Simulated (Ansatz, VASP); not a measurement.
Sc2AlAs3: VASP beside Ansatz

The input INCAR:

```
PREC = Accurate
ENCUT = 600
EDIFF = 1E-6
ISMEAR = 0
SIGMA = 0.1
LREAL = False
LASPH = True
NELM = 80
ALGO = Normal
ISIF = 3
LWAVE = False
LCHARG = False
GGA = PE
IBRION = 2
NSW = 90
EDIFFG = -0.04
```

File KPOINTS:

```
Automatic mesh
0
Gamma
  4 4 2
```

The input POSCAR:

```
Sc2AlAs3
1.0
    4.2869765900      0.0000000000      0.0000000000
    0.0000000000      4.2869765900      0.0000000000
    0.0000000000      0.0000000000      7.9017338000
Sc Al As
2 1 3
Direct
    0.5000000000      0.5000000000      0.2081593100
    0.5000000000      0.5000000000      0.7918406900
    0.0000000000      0.0000000000      0.0000000000
    0.5000000000      0.0000000000      0.0000000000
    0.0000000000      0.5000000000      0.0000000000
    0.5000000000      0.5000000000      0.5000000000
```

Input for Ansatz:

```yaml
crystal:
  lattice:
    - [4.28697659, 0.0, 0.0]
    - [0.0, 4.28697659, 0.0]
    - [0.0, 0.0, 7.9017338]
  atoms:
    - { symbol: Sc, position: [0.5, 0.5, 0.20815931] }
    - { symbol: Sc, position: [0.5, 0.5, 0.79184069] }
    - { symbol: Al, position: [0.0, 0.0, 0.0] }
    - { symbol: As, position: [0.5, 0.0, 0.0] }
    - { symbol: As, position: [0.0, 0.5, 0.0] }
    - { symbol: As, position: [0.5, 0.5, 0.5] }
basis:
  ecutwfc: 420
kpoints:
  mp_grid: { grid: [4, 4, 2] }
hamiltonian:
  xc: pbe
scf:
  occupations: { method: gaussian, width: 0.1 }
  lower_state_search: "off"
output:
  forces: true
  stress: true
  eigenvalues: true
relax:
  adjacent_minimum: "off"
  f_tol: 0.04
  max_steps: 70
  cell: { stress_tol: 0.4 }
```

Alike in both runs: task relaxation of cell and atoms; functional PBE; k mesh 4 × 4 × 2; occupations gaussian, width 0.1 eV; no spin polarisation.

|  | VASP | Ansatz |
| --- | --- | --- |
| version | VASP 6.6.1 | Ansatz 0.2.0 |
| potentials or method | VASP PAW PBE potentials, release 64 (Sc_sv, Al, As), cutoff 600 eV | scalar-relativistic, plane waves, PAW |
| valence electrons in the cell | 40 | 70 |

|  | VASP | Ansatz | Ansatz less VASP |
| --- | --- | --- | --- |
| gap on the k mesh at the Fermi level, each at its own relaxed structure (eV) | none | none | - |
| relaxed volume (Å³/atom) | 32.72 | 32.54 | -0.179 |
| relaxed length of the cell vector where the two differ most in proportion (Å) | 7.956 | 7.938 | -0.0179 |

A gap of «none» marks a metal or a gap that the smearing closes. VASP's potentials hold 40 valence electrons a cell and Ansatz's 70, so a difference there can come from the potentials and not from the codes.

The k mesh is coarse, so the values compare programs but aren't converged. Noted on VASP's run: the volume moved by over 15 % at a fixed basis, so the end points are rough.
